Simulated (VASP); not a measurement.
Runs of VASP 6.6.1 on AlH5. The structure is that of space group P-6m2 (No. 187), or close to it. The cells are those of the table. 

| task | cell | k mesh | cutoff (eV) | gap on the mesh (eV) | pressure (GPa) | relaxed volume (Å³/atom) | largest force (eV/Å) |
| --- | --- | --- | --- | --- | --- | --- | --- |
| single point | a = 3.084, b = 3.084, c = 5.075 Å, angles 90.0, 90.0, 120.0°, 6 atoms | 12 × 12 × 8 | 520 | none | -0.2 | - | - |
| relaxation of cell and atoms | relaxed from a = 3.192, b = 3.192, c = 6.392 Å, angles 90.0, 90.0, 120.0°, 6 atoms | 6 × 6 × 4 | 600 | none | 0.3 | (b) | 0.03 |
| single point | a = 3.192, b = 3.192, c = 6.392 Å, angles 90.0, 90.0, 120.0°, 6 atoms | 6 × 6 × 4 | 520 | none | -3.9 | - | 0.05 |
| relaxation of cell and atoms | relaxed from a = 3.066, b = 3.066, c = 5.179 Å, angles 90.0, 90.0, 120.0°, 6 atoms | 12 × 12 × 8 | 600 | none | -0.2 | (a) | 0.01 |
| single point | a = 3.066, b = 3.066, c = 5.179 Å, angles 90.0, 90.0, 120.0°, 6 atoms | 6 × 6 × 4 | 520 | none | -0.4 | - | 0.01 |

Alike in all rows: level PBE; potentials or basis VASP PAW PBE potentials, release 64 (Al, H); no spin polarisation; smearing gaussian 0.1 eV.

**Question.** Fill in the values left out.

**Answer.** (a) 6.97; (b) 8.22.

Caveats: some runs use coarse meshes.

A gap of «none» marks levels without a gap at the run's occupations.
